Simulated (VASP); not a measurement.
Here is a VASP 6.6.1 calculation.

File POSCAR:

```
Hf
1.0
   -1.8050000000      1.8050000000      1.8050000000
    1.8050000000     -1.8050000000      1.8050000000
    1.8050000000      1.8050000000     -1.8050000000
Hf
1
Direct
    0.0000000000      0.0000000000      0.0000000000
```

File INCAR.step1:

```
SYSTEM = Hf
  PREC = Accurate
  ENCUT = 520
  ISMEAR = -1
  SIGMA = 0.05
  LREAL = .FALSE.
  LASPH = .TRUE.
  NELM = 150
  MAGMOM = 0 0 0
  LSORBIT = .TRUE.
  GGA_COMPAT = .FALSE.
  LMAXMIX = 4
  NBANDS = 21
  GGA = PE
  ALGO = Normal
  EDIFF = 1E-4
  LWAVE = .TRUE.
  LCHARG = .FALSE.
```

The input INCAR.step2:

```
SYSTEM = Hf
  PREC = Accurate
  ENCUT = 520
  EDIFF = 1E-7
  ISMEAR = -1
  SIGMA = 0.05
  LREAL = .FALSE.
  LASPH = .TRUE.
  NELM = 150
  ALGO = Normal
  ISIF = 2
  LWAVE = .FALSE.
  LCHARG = .FALSE.
  MAGMOM = 0 0 0
  LORBIT = 11
  LSORBIT = .TRUE.
  GGA_COMPAT = .FALSE.
  LORBMOM = .TRUE.
  LMAXMIX = 4
  METAGGA = R2SCAN
  LMIXTAU = .TRUE.
  NBANDS = 21
  ISTART = 1
```

KPOINTS

```
regular mesh
0
G
  7 7 7
  0 0 0
```

Potentials or basis: VASP PAW PBE potentials, release 64 (Hf_pv).

Run with:

```sh
$ cat potpaw_PBE.64/Hf_pv/POTCAR > POTCAR
$ cp INCAR.step1 INCAR
$ mpirun -np 1 vasp_ncl > vasp.out
$ cp INCAR.step2 INCAR
$ mpirun -np 1 vasp_ncl > vasp.out
```

Problem. What does it give for the pressure?

Solution. -6.0 GPa.

Problem. What does it give for the net moment?

Solution. 0.00 μB per cell.

Moments on the atoms (μB; x, y, z):
```
Hf  0.00 0.00 0.00
```

Caveat: the PAW data sets were made with another functional, which shifts forces and pressure a little.
